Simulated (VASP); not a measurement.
**AlNi: single point with PBEsol**

Crystal: AlNi.

```
Al Ni
1.0
     1.94702   -1.94697    0.00000
     2.16935    2.16930    0.00000
     0.00000    0.00000    2.86887
Al Ni
1 1
Direct
  0.00000 0.00000 0.00000
  0.50000 0.50000 0.50000
```

This cell differs from its parent crystal: normal strain along x -0.0367, normal strain along y +0.0733.

```json
{
 "Program": "VASP 6.6.1",
 "Task": "single point",
 "Functional": "PBEsol",
 "Potentials or basis": "VASP PAW PBE potentials, release 64 (Al, Ni)",
 "Cutoff": "520 eV",
 "k mesh": "16 × 16 × 16",
 "Occupations": "gaussian, width 0.15 eV",
 "Spin": "no spin polarisation"
}
```

* Pressure: -4.6 GPa
* Band gap on the k mesh: zero (an odd number of electrons rules out a gap without spin polarisation)

Stress tensor (GPa, compression positive):
```
-4.26 -3.73  0.00
-3.73 -4.26  0.00
 0.00  0.00 -5.24
```

Levels at points of the mesh, in eV from the Fermi level:
| k point | band 4 | band 5 | band 6 | band 7 | band 8 | band 9 | band 10 | band 11 |
| --- | --- | --- | --- | --- | --- | --- | --- | --- |
| (0.00, 0.00, 0.00) | -1.64 | -1.52 | -1.36 | 3.50 | 5.74 | 7.29 | 7.41 | 8.37 |
| (0.50, 0.00, 0.00) | -2.54 | -2.16 | -1.51 | -0.29 | 8.18 | 8.31 | 9.72 | 10.41 |
| (0.00, 0.50, 0.00) | -2.18 | -1.95 | -1.31 | -1.06 | 8.27 | 9.99 | 10.43 | 11.46 |
| (0.50, 0.50, 0.00) | -2.60 | -2.06 | -1.96 | -1.10 | 1.49 | 2.34 | 12.41 | 14.66 |
| (0.00, 0.00, 0.50) | -2.54 | -1.94 | -1.43 | -0.58 | 7.92 | 8.12 | 9.29 | 11.69 |
| (0.50, 0.00, 0.50) | -2.34 | -2.30 | -2.24 | -0.88 | 1.98 | 2.94 | 10.89 | 13.68 |
| (0.00, 0.50, 0.50) | -2.99 | -1.85 | -1.81 | -1.14 | 1.02 | 1.99 | 13.47 | 15.84 |
| (0.50, 0.50, 0.50) | -1.10 | -0.86 | 1.91 | 2.06 | 2.12 | 3.65 | 3.88 | 4.32 |

It took 4.3 min on 1 thread of AMD EPYC 7R13 Processor (Zen 3) (shared host), peak memory 0.45 GiB.

Caveat: the cell differs from its parent crystal (normal strain along x -0.0367, normal strain along y +0.0733); the cell stands under tension; the PAW data sets were made with another functional, which shifts forces and pressure a little. Spin polarisation is off, so any magnetic state and its effect on volume and gap are missing.
